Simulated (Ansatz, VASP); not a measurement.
**Two plane-wave programs on Mg**

File INCAR:

```
SYSTEM = Mg
  PREC = Accurate
  ENCUT = 520
  EDIFF = 1E-8
  ISMEAR = -1
  SIGMA = 0.03
  LREAL = .FALSE.
  LASPH = .TRUE.
  NELM = 60
  ALGO = Normal
  ISIF = 2
  LWAVE = .FALSE.
  LCHARG = .FALSE.
  GGA = PE
  LEFG = .TRUE.
  NBANDS = 7
```

File KPOINTS:

```
Automatic mesh
0
G
  16 16 16
  0 0 0
```

File POSCAR:

```
Mg
1.0
    0.0000000000      2.2367500710      2.2367500710
    2.2367500710      0.0000000000      2.2367500710
    2.2367500710      2.2367500710      0.0000000000
Mg
1
Direct
    0.0000000000      0.0000000000      0.0000000000
```

Input for Ansatz:

```yaml
crystal:
  lattice:
    - [0.0, 2.236750071, 2.236750071]
    - [2.236750071, 0.0, 2.236750071]
    - [2.236750071, 2.236750071, 0.0]
  atoms:
    - { symbol: Mg, position: [0.0, 0.0, 0.0] }
kpoints:
  mp_grid: { grid: [16, 16, 16] }
scf:
  occupations: { method: fermi_dirac, width: 0.03 }
hamiltonian:
  xc: pbe
  pseudopotentials: { kind: paw }
output:
  forces: true
  stress: true
  eigenvalues: true
  efg: { contact_densities: true }
  write_density: true
  write_potential: true
  elf: true
  volumetric_format: npy
```

Change from the starting cell: volume scaled by 0.99, PAW files.

Alike in both runs: task electric field gradients; functional PBE; k mesh 16 × 16 × 16; occupations fermi-dirac, width 0.03 eV; no spin polarisation.

|  | VASP | Ansatz |
| --- | --- | --- |
| version | VASP 6.6.1 | Ansatz 0.2.0 |
| potentials or method | VASP PAW PBE potentials, release 64 (Mg) | PAW with Ansatz's default frozen-core files, scalar-relativistic |
| plane-wave cutoff (eV) | 520 | 420 |
| valence electrons in the cell | 2 | 10 |

```csv
,VASP,Ansatz,Ansatz less VASP
pressure (GPa),1.1,1.2,+0.12
```

VASP's potentials hold 2 valence electrons a cell and Ansatz's 10, so a difference there can come from the potentials and not from the codes.
